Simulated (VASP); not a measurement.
Input of a VASP 6.6.1 run:

POSCAR

```
VO2
1.0
    4.5170000000      0.0000000000      0.0000000000
    0.0000000000      4.5170000000      0.0000000000
    0.0000000000      0.0000000000      2.8720000000
O V
4 2
Direct
    0.3000000000      0.3000000000      0.0000000000
    0.2000000000      0.8000000000      0.5000000000
    0.7000000000      0.7000000000      0.0000000000
    0.8000000000      0.2000000000      0.5000000000
    0.0000000000      0.0000000000      0.0000000000
    0.5000000000      0.5000000000      0.5000000000
```

Contents of INCAR.step1:

```
ALGO     = Normal         # electronic algorithm
EDIFF    = 1E-5           # SCF threshold, eV
ENCUT    = 660            # plane-wave cutoff, eV
GGA      = PE             # functional
GGA_COMPAT= False        
ISMEAR   = 0              # smearing method
ISPIN    = 2              # spin polarisation
LASPH    = True           # aspherical terms in the spheres
LCHARG   = False          # write CHGCAR
LDAU     = True           # DFT+U
LDAUJ    = 0 0          
LDAUL    = -1 2           # shell
LDAUTYPE = 2            
LDAUU    = 0 3.25         # U, eV
LMAXMIX  = 4              # l up to which the mixer works
LREAL    = False          # projectors in reciprocal space
LWAVE    = True           # write WAVECAR
MAGMOM   = 0 0 0 0 0.06 0.06 # initial moments
NBANDS   = 38             # bands
NELM     = 200            # most SCF steps
PREC     = Accurate       # precision mode
SIGMA    = 0.05           # smearing width, eV
```

File INCAR.step2:

```
ALGO     = Normal         # electronic algorithm
EDIFF    = 1E-6           # SCF threshold, eV
ENCUT    = 660            # plane-wave cutoff, eV
GGA_COMPAT= False        
ISIF     = 2              # what is computed and relaxed
ISMEAR   = 0              # smearing method
ISPIN    = 2              # spin polarisation
ISTART   = 1            
LASPH    = True           # aspherical terms in the spheres
LCHARG   = True           # write CHGCAR
LDAU     = True           # DFT+U
LDAUJ    = 0 0          
LDAUL    = -1 2           # shell
LDAUPRINT= 1            
LDAUTYPE = 2            
LDAUU    = 0 3.25         # U, eV
LELF     = True           # ELF
LMAXMIX  = 4              # l up to which the mixer works
LMIXTAU  = True         
LORBIT   = 11             # projections on sites
LREAL    = False          # projectors in reciprocal space
LVHAR    = True         
LWAVE    = False          # write WAVECAR
MAGMOM   = 0 0 0 0 0.06 0.06 # initial moments
METAGGA  = R2SCAN         # meta-GGA
NBANDS   = 38             # bands
NELM     = 200            # most SCF steps
PREC     = Accurate       # precision mode
SIGMA    = 0.05           # smearing width, eV
```

File KPOINTS:

```
k-points
0
Gamma
  4 4 7
```

Potentials or basis: VASP PAW PBE potentials, release 64 (O, V_sv).

Launch:

```bash
$ cat potpaw_PBE.64/O/POTCAR potpaw_PBE.64/V_sv/POTCAR > POTCAR
$ cp INCAR.step1 INCAR
$ mpirun -np 1 vasp_std > vasp.out
$ cp INCAR.step2 INCAR
$ mpirun -np 1 vasp_std > vasp.out
```

(1) What does it give for the net moment?

(2) What does it give for the band gap on the k mesh?

(3) What does it give for the site moments?

Answers

(1) 2.00 μB per cell.

(2) 1.43 eV (least direct gap 1.64 eV).

(3) O -0.05; V +1.07 μB.
